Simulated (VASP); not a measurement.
# Hf2ZrGe3 (Cmcm) in VASP: further runs

Hf2ZrGe3 is run at these levels: PBE; tasks: single point.

Everything below comes from runs of VASP 6.6.1. Logs are shortened: lines on timing, memory, paths and dates and some standing lists are left out, and cuts for length are marked.

### 1 The cell of the first run

Symmetry: Cmcm, No. 63, orthorhombic system. Conventional cell: a = 11.366 Å, b = 10.126 Å, c = 3.888 Å, α = 90.00°, β = 90.00°, γ = 90.00°. Zr (site symmetry m2m) has 7 Ge at 2.71 to 3.03 Å and 2 Zr at 3.48 Å and 4 Hf at 3.48 Å within 3.6 Å. Hf (site symmetry m) has 7 Ge at 2.72 to 3.01 Å and 4 Hf at 3.47 to 3.49 Å and 2 Zr at 3.48 Å within 3.6 Å. Ge (site symmetry m) has 2 Ge at 2.66 Å and 4 Hf at 2.72 to 3.01 Å and 3 Zr at 2.78 to 3.03 Å within 3.5 Å. Within 3.5 Å of Ge (site symmetry m2m) lie 2 Ge at 2.66 Å and 1 Zr at 2.71 Å and 6 Hf at 2.76 to 3.01 Å.

### 2 Single point, PBE

INCAR reads:

```
PREC = Accurate
ENCUT = 520
EDIFF = 1E-6
ISMEAR = 0
SIGMA = 0.1
LREAL = F
LASPH = T
NELM = 60
ALGO = Normal
ISIF = 2
LWAVE = F
LCHARG = T
GGA = PE
LELF = T
LVHAR = T
NBANDS = 86
```

KPOINTS reads:

```
Automatic mesh
0
Gamma
  4 4 8
```

POSCAR reads:

```
Hf2ZrGe3
1.0
    5.6827692667     -5.0629925960      0.0000000000
    5.6827692667      5.0629925960      0.0000000000
    0.0000000000      0.0000000000      3.8877801241
Zr Hf Ge
2 4 6
Direct
    0.1423755891      0.8576244109      0.2500000000
    0.8576244109      0.1423755891      0.7500000000
    0.5245696604      0.8085161198      0.7500000000
    0.8085161198      0.5245696604      0.2500000000
    0.4754303396      0.1914838802      0.2500000000
    0.1914838802      0.4754303396      0.7500000000
    0.7425492548      0.9218250086      0.2500000000
    0.9218250086      0.7425492548      0.7500000000
    0.5895251894      0.4104748106      0.7500000000
    0.4104748106      0.5895251894      0.2500000000
    0.2574507452      0.0781749914      0.7500000000
    0.0781749914      0.2574507452      0.2500000000
```

Potentials or basis: VASP PAW PBE potentials, release 64 (Zr_sv, Hf_pv, Ge_d).

On the command line:

```bash
> cat potpaw_PBE.64/Zr_sv/POTCAR potpaw_PBE.64/Hf_pv/POTCAR potpaw_PBE.64/Ge_d/POTCAR > POTCAR
> mpirun -np 1 vasp_std > vasp.out
```

OUTCAR:

```text
PREC = Accurate
   ENCUT = 520
   EDIFF = 1E-6
   ISMEAR = 0
   LREAL = F
   LASPH = T
   NELM = 60
   ISIF = 2
   GGA = PE

 ion  position               nearest neighbor table
   1  0.142  0.858  0.250-  10 2.71   8 2.78  11 2.78   8 2.78  11 2.78   7 3.03  12 3.03   2 3.48
                             2 3.48   3 3.48   6 3.48   3 3.48   6 3.48   5 3.79   4 3.79
   2  0.858  0.142  0.750-   9 2.71   7 2.78  12 2.78   7 2.78  12 2.78  11 3.03   8 3.03   1 3.48
                             1 3.48   4 3.48   5 3.48   4 3.48   5 3.48   3 3.79   6 3.79
   3  0.525  0.809  0.750-  11 2.72   7 2.76   7 2.76  10 2.76  10 2.76   8 3.01   9 3.01   4 3.47
                             4 3.47   1 3.48   1 3.48   5 3.49   5 3.49   6 3.79   2 3.79
   4  0.809  0.525  0.250-  12 2.72   8 2.76   8 2.76   9 2.76   9 2.76   7 3.01  10 3.01   3 3.47
                             3 3.47   2 3.48   2 3.48   6 3.49   6 3.49   5 3.79   1 3.79
   5  0.475  0.191  0.250-   7 2.72  11 2.76  11 2.76   9 2.76   9 2.76  12 3.01  10 3.01   6 3.47
                             6 3.47   2 3.48   2 3.48   3 3.49   3 3.49   4 3.79   1 3.79
   6  0.191  0.475  0.750-   8 2.72  12 2.76  12 2.76  10 2.76  10 2.76  11 3.01   9 3.01   5 3.47
                             5 3.47   1 3.48   1 3.48   4 3.49   4 3.49   3 3.79   2 3.79
   7  0.743  0.922  0.250-   8 2.66   8 2.66   5 2.72   3 2.76   3 2.76   2 2.78   2 2.78   4 3.01
                             1 3.03
   8  0.922  0.743  0.750-   7 2.66   7 2.66   6 2.72   4 2.76   4 2.76   1 2.78   1 2.78   3 3.01
                             2 3.03
   9  0.590  0.410  0.750-  10 2.66  10 2.66   2 2.71   4 2.76   4 2.76   5 2.76   5 2.76   3 3.01
                             6 3.01
  10  0.410  0.590  0.250-   9 2.66   9 2.66   1 2.71   3 2.76   3 2.76   6 2.76   6 2.76   5 3.01
                             4 3.01
  11  0.257  0.078  0.750-  12 2.66  12 2.66   3 2.72   5 2.76   5 2.76   1 2.78   1 2.78   6 3.01
                             2 3.03
  12  0.078  0.257  0.250-  11 2.66  11 2.66   4 2.72   6 2.76   6 2.76   2 2.78   2 2.78   5 3.01
                             1 3.03

  LATTYP: Found a base centered orthorhombic cell.
 ALAT       =    10.1259851920
 B/A-ratio  =     1.1224131102
 C/A-ratio  =     0.3839409253

  Lattice vectors:

 A1 = (  -5.6827692667,  -5.0629925960,   0.0000000000)
 A2 = (   5.6827692667,  -5.0629925960,   0.0000000000)
 A3 = (   0.0000000000,   0.0000000000,   3.8877801241)

Analysis of symmetry for initial positions (statically):
=====================================================================
 Subroutine PRICEL returns:
 Original cell was already a primitive cell.

 Routine SETGRP: Setting up the symmetry group for a
 base centered orthorhombic supercell.

 Subroutine GETGRP returns: Found  8 space group operations
 (whereof  4 operations were pure point group operations)
 out of a pool of  8 trial point group operations.

The static configuration has the point symmetry C_2h.
 The point group associated with its full space group is D_2h.

Analysis of symmetry for dynamics (positions and initial velocities):
=====================================================================
 Subroutine PRICEL returns:
 Original cell was already a primitive cell.

 Routine SETGRP: Setting up the symmetry group for a
 base centered orthorhombic supercell.

 Subroutine GETGRP returns: Found  8 space group operations
 (whereof  4 operations were pure point group operations)
 out of a pool of  8 trial point group operations.

The dynamic configuration has the point symmetry C_2h.
 The point group associated with its full space group is D_2h.

 Subroutine INISYM returns: Found  8 space group operations
 (whereof  4 operations are pure point group operations),
 and found     1 'primitive' translations

----------------------------------------------------------------------------------------

                                     Primitive cell

  volume of cell :     223.7170

  direct lattice vectors                    reciprocal lattice vectors
     5.682769267 -5.062992596  0.000000000     0.087985272 -0.098755823  0.000000000
     5.682769267  5.062992596  0.000000000     0.087985272  0.098755823  0.000000000
     0.000000000  0.000000000  3.887780124     0.000000000  0.000000000  0.257216192

  length of vectors
     7.611028877  7.611028877  3.887780124     0.132265342  0.132265342  0.257216192

  position of ions in fractional coordinates (direct lattice)
     0.142375589  0.857624411  0.250000000
     0.857624411  0.142375589  0.750000000
     0.524569660  0.808516120  0.750000000
     0.808516120  0.524569660  0.250000000
     0.475430340  0.191483880  0.250000000
     0.191483880  0.475430340  0.750000000
     0.742549255  0.921825009  0.250000000
     0.921825009  0.742549255  0.750000000
     0.589525189  0.410474811  0.750000000
     0.410474811  0.589525189  0.250000000
     0.257450745  0.078174991  0.750000000
     0.078174991  0.257450745  0.250000000

  ion indices of the primitive-cell ions
   primitive index   ion index
                 1           1
                 2           2
                 3           3
                 4           4
                 5           5
                 6           6
                 7           7
                 8           8
                 9           9
                10          10
                11          11
                12          12

----------------------------------------------------------------------------------------

 KPOINTS: Automatic mesh

Automatic generation of k-mesh.
 Grid dimensions read from file:
 generate k-points for:    4    4    8

 Generating k-lattice:

  Cartesian coordinates                     Fractional coordinates (reciprocal lattice)
     0.021996318 -0.024688956  0.000000000     0.250000000  0.000000000  0.000000000
     0.021996318  0.024688956  0.000000000     0.000000000  0.250000000  0.000000000
     0.000000000  0.000000000  0.032152024     0.000000000  0.000000000  0.125000000

  Length of vectors
     0.033066335  0.033066335  0.032152024

  Shift w.r.t. Gamma in fractional coordinates (k-lattice)
     0.000000000  0.000000000  0.000000000

 Subroutine IBZKPT returns following result:
 ===========================================

 Found     35 irreducible k-points:

 Following reciprocal coordinates:
            Coordinates               Weight
  0.000000  0.000000  0.000000      1.000000
  0.250000  0.000000  0.000000      4.000000
  0.500000  0.000000  0.000000      2.000000
  0.250000  0.250000  0.000000      2.000000
  0.500000  0.250000  0.000000      4.000000
 -0.250000  0.250000  0.000000      2.000000
[... 16 lines left out ...]
  0.250000  0.000000  0.375000      8.000000
  0.500000  0.000000  0.375000      4.000000
 [... further k-points ...]
   k-points           NKPTS =     35   k-points in BZ     NKDIM =     35   number of bands    NBANDS=     86
   number of dos      NEDOS =    301   number of ions     NIONS =     12
   total plane-waves  NPLWV = 108000
   dimension x,y,z NGX =    60 NGY =   60 NGZ =   30
   dimension x,y,z NGXF=   120 NGYF=  120 NGZF=   60
   ions per type =               2   4   6
   NGX,Y,Z   is equivalent  to a cutoff of  13.11, 13.11, 12.83 a.u.
   NGXF,Y,Z  is equivalent  to a cutoff of  26.21, 26.21, 25.66 a.u.
 SYSTEM =  unknown system
   PREC   = accura    normal or accurate (medium, high low for compatibility)
   ISTART =      0    job   : 0-new  1-cont  2-samecut
   ICHARG =      2    charge: 1-file 2-atom 10-const
   ISPIN  =      1    spin polarized calculation?
   LNONCOLLINEAR =      F non collinear calculations
   LSORBIT =      F    spin-orbit coupling
   LASPH  =      T    aspherical Exc in radial PAW
   ENCUT  =  520.0 eV  38.22 Ry    6.18 a.u.  14.15 14.15  7.23*2*pi/ulx,y,z
   NELM   =     60;   NELMIN=  2; NELMDL= -5     # of ELM steps
   EDIFF  = 0.1E-05   stopping-criterion for ELM
   LREAL  =      F    real-space projection
   EDIFFG = 0.1E-04   stopping-criterion for IOM
   NSW    =      0    number of steps for IOM
   IBRION =     -1    ionic relax: 0-MD 1-quasi-New 2-CG
   NFREE  =      0    steps in history (QN), initial steepest desc. (CG)
   ISIF   =      2    stress and relaxation
   ISYM   =      2    0-nonsym 1-usesym 2-fastsym
   POTIM  = 0.5000    time-step for ionic-motion
   TEBEG  =    0.0;   TEEND  =   0.0 temperature during run
   PSTRESS=    0.0 pullay stress
   NELECT =     148.0000    total number of electrons
   NUPDOWN=      -1.0000    fix difference up-down
   EMIN   =  10.00;   EMAX   =-10.00  energy-range for DOS
   EFERMI =   0.00;   METHOD = LEGACY
   ISMEAR =     0;   SIGMA  =   0.10  broadening in eV -4-tet -1-fermi 0-gaus
   EFERMI_NEDOS =   21; number of points for ismear=-14 and -15
   IALGO  =     38    algorithm
   IMIX   =      4    mixing-type and parameters
     AMIX     =   0.40;   BMIX     =  1.00
     AMIX_MAG =   1.60;   BMIX_MAG =  1.00
  volume/ion in A,a.u.               =      18.64       125.81
  Fermi-wavevector in a.u.,A,eV,Ry     =   1.426469  2.695636 27.685331  2.034814
  Thomas-Fermi vector in A             =   2.546743
   LORBIT       =      0    0 simple, 1 ext, 2 COOP (PROOUT), +10 PAW based schemes
   GGA     = PE    functional components
   LHFCALC =     F    Hartree Fock is set to
   AEXX    =    0.0000 exact exchange contribution
   IVDW    =     0    specifies the selected vdW correction
   LEPSILON=     F    determine dielectric tensor
   LRPA    =     F    only Hartree local field effects (RPA)
 non-spin polarized calculation
 Gauss-broadening in eV      SIGMA  =   0.10
  energy-cutoff  :      520.00
  volume of cell :      223.72
 maximum number of plane-waves:      6080
 NGX is ok and might be reduce to    60
   NGX = 29   NGY = 29   NGZ = 15

 number of electron     148.0000041 magnetization

 Free energy of the ion-electron system (eV)
  ---------------------------------------------------
  ext. energy  EPLUGINS =         0.00000000
  ---------------------------------------------------
  free energy    TOTEN  =       -92.00339607 eV

  energy without entropy =      -91.98101448  energy(sigma->0) =      -91.99220528

 E-fermi :   7.7129     XC(G=0): -11.7444

 val. band max:        7.7087103934   @ k =   0.5000   0.0000   0.1250
 cond. band min:       7.7150276549   @ k =  -0.2500   0.2500   0.0000
 fundamental gap:      0.0063172615
 Fermi energy:         7.7128957017

 k-point     1 :       0.0000    0.0000    0.0000
  band No.  band energies     occupation
      1     -41.3229      2.00000
      2     -41.3047      2.00000
      3     -23.4250      2.00000
      4     -23.3577      2.00000
      5     -23.3549      2.00000
      6     -23.3424      2.00000
[... 78 lines left out ...]
     85       9.5294      0.00000
     86       9.5437      0.00000

 k-point     2 :       0.2500    0.0000    0.0000
  band No.  band energies     occupation
      1     -41.3229      2.00000
      2     -41.3047      2.00000
      3     -23.4167      2.00000
      4     -23.3671      2.00000
      5     -23.3639      2.00000
      6     -23.3451      2.00000
[... 1947 lines left out ...]
     85      10.5379      0.00000
     86      10.6245      0.00000

 k-point    24 :       0.5000    0.0000    0.3750
  band No.  band energies     occupation
      1     -41.3137      2.00000
      2     -41.3067      2.00000
      3     -23.4066      2.00000
      4     -23.4025      2.00000
      5     -23.3827      2.00000
      6     -23.3817      2.00000
[... 78 lines left out ...]
     85      10.1455      0.00000
     86      10.7713      0.00000

 [... further k-points ...]

------------------------ aborting loop because EDIFF is reached ----------------------------------------

  FORCE on cell =-STRESS in cart. coord.  units (eV):
  Direction    XX          YY          ZZ          XY          YZ          ZX
  --------------------------------------------------------------------------------------
  -------------------------------------------------------------------------------------
  Total       -0.2638699     -0.2279717     -0.2120755      0.0000000      0.0000000      0.0000000
  in kB       -1.8897373     -1.6326481     -1.5188050      0.0000000      0.0000000      0.0000000
  external PRESSURE =      -1.6803968 kB  Pullay stress =       0.0000000 kB

 VOLUME and BASIS-vectors are now :
 -----------------------------------------------------------------------------
  energy-cutoff  :      520.00
  volume of cell :      223.72
      direct lattice vectors                 reciprocal lattice vectors
     5.682769267 -5.062992596  0.000000000     0.087985272 -0.098755823  0.000000000
     5.682769267  5.062992596  0.000000000     0.087985272  0.098755823  0.000000000
     0.000000000  0.000000000  3.887780124     0.000000000  0.000000000  0.257216192

 POSITION                                       TOTAL-FORCE (eV/Angst)
 -----------------------------------------------------------------------------------
      5.68277      3.62130      0.97195        -0.000000     -0.011721     -0.000000
      5.68277     -3.62130      2.91584        -0.000000      0.011721      0.000000
      7.57562      1.43762      2.91584         0.002983     -0.005090      0.000000
      7.57562     -1.43762      0.97195         0.002983      0.005090      0.000000
      3.78992     -1.43762      0.97195        -0.002983      0.005090      0.000000
      3.78992      1.43762      2.91584        -0.002983     -0.005090     -0.000000
      9.45825      0.90767      0.97195        -0.027714      0.016765      0.000000
      9.45825     -0.90767      2.91584        -0.027714     -0.016765      0.000000
      5.68277     -0.90653      2.91584        -0.000000      0.003180      0.000000
      5.68277      0.90653      0.97195        -0.000000     -0.003180     -0.000000
      1.90728     -0.90767      2.91584         0.027714     -0.016765     -0.000000
      1.90728      0.90767      0.97195         0.027714      0.016765     -0.000000
 -----------------------------------------------------------------------------------
    total drift:                                0.000000      0.000000     -0.000000

  FREE ENERGIE OF THE ION-ELECTRON SYSTEM (eV)
  ---------------------------------------------------
  free  energy   TOTEN  =       -92.0033960740 eV

  energy  without entropy=      -91.9810144823  energy(sigma->0) =      -91.99220528
```

Wall time 9.2 min (1 thread of AMD EPYC 9R45 (Zen 5), shared host); peak memory 0.63 GiB.

What came out:

| Quantity | Value |
| --- | --- |
| Free energy | -92.0034 eV |
| Pressure | -0.2 GPa |
| Largest force | 0.032 eV/Å |
| Band gap on the k mesh | zero (bands 74 and 75 overlap by 0.44 eV) |

Forces on the atoms (eV/Å):
```
Zr   0.000 -0.012  0.000
Zr   0.000  0.012  0.000
Hf   0.003 -0.005  0.000
Hf   0.003  0.005  0.000
Hf  -0.003  0.005  0.000
Hf  -0.003 -0.005  0.000
Ge  -0.028  0.017  0.000
Ge  -0.028 -0.017  0.000
Ge   0.000  0.003  0.000
Ge   0.000 -0.003  0.000
Ge   0.028 -0.017  0.000
Ge   0.028  0.017  0.000
```

Caveat: spin-orbit coupling is left out, which moves the levels of the heavy elements.

### 3 Single point, PBE

INCAR reads:

```
SYSTEM = Hf2ZrGe3
PREC = Accurate
ENCUT = 520
EDIFF = 1E-7
ISMEAR = 0
SIGMA = 0.2
LREAL = .False.
LASPH = .True.
NELM = 80
ALGO = Normal
ISIF = 2
LWAVE = .False.
LCHARG = .False.
GGA = PE
NBANDS = 86
```

KPOINTS reads:

```
regular mesh
0
Gamma
  6 4 4
  0 0 0
```

POSCAR reads:

```
Hf2ZrGe3
1.0
    0.0000000000      0.0000000000     -3.8877801241
    5.6827692667     -5.0629925960      0.0000000000
   -5.6827692667     -5.0629925960      0.0000000000
Zr Hf Ge
2 4 6
Direct
    0.7500000000      0.1423755891      0.1423755891
    0.2500000000      0.8576244109      0.8576244109
    0.2500000000      0.5245696604      0.1914838802
    0.7500000000      0.8085161198      0.4754303396
    0.7500000000      0.4754303396      0.8085161198
    0.2500000000      0.1914838802      0.5245696604
    0.7500000000      0.7425492548      0.0781749914
    0.2500000000      0.9218250086      0.2574507452
    0.2500000000      0.5895251894      0.5895251894
    0.7500000000      0.4104748106      0.4104748106
    0.2500000000      0.2574507452      0.9218250086
    0.7500000000      0.0781749914      0.7425492548
```

Potentials or basis: VASP PAW PBE potentials, release 64 (Zr_sv, Hf_pv, Ge_d).

On the command line:

```bash
> cat potpaw_PBE.64/Zr_sv/POTCAR potpaw_PBE.64/Hf_pv/POTCAR potpaw_PBE.64/Ge_d/POTCAR > POTCAR
> mpirun -np 1 vasp_std > vasp.out
```

It took 12 min on 1 thread of Intel Xeon Platinum 8375C at 2.90GHz (Ice Lake), shared host; peak memory 0.58 GiB.

It converged, with:

- Free energy: -92.0522 eV
- Pressure: -0.1 GPa
- Largest force: 0.026 eV/Å
- Band gap on the k mesh: zero (bands 74 and 75 overlap by 0.42 eV)

Forces on the atoms (eV/Å):
```
Zr   0.000 -0.017  0.000
Zr   0.000  0.017  0.000
Hf   0.002  0.010  0.000
Hf   0.002 -0.010  0.000
Hf  -0.002 -0.010  0.000
Hf  -0.002  0.010  0.000
Ge  -0.026  0.001  0.000
Ge  -0.026 -0.001  0.000
Ge   0.000  0.022  0.000
Ge   0.000 -0.022  0.000
Ge   0.026 -0.001  0.000
Ge   0.026  0.001  0.000
```

Stress tensor (GPa, compression positive):
```
-0.03  0.00  0.00
 0.00 -0.29  0.00
 0.00  0.00  0.13
```

Levels at points of the mesh, in eV from the Fermi level:
```csv
k point,band 72,band 73,band 74,band 75,band 76,band 77
"(0.00, 0.00, 0.00)",-0.57,-0.51,-0.39,-0.18,0.03,0.14
"(0.50, 0.00, 0.00)",-1.19,-1.17,-1.17,0.73,0.73,0.81
"(0.00, 0.50, 0.00)",-0.36,-0.32,-0.13,0.18,0.26,0.61
"(0.50, 0.50, 0.00)",-1.75,-1.69,-1.69,1.46,1.46,1.59
"(0.00, 0.50, 0.50)",-0.19,-0.11,-0.08,0.02,0.56,0.73
"(0.50, 0.50, 0.50)",-1.85,-1.35,-1.35,1.08,1.08,1.38
```

Caveat: spin-orbit coupling is left out, which moves the levels of the heavy elements.
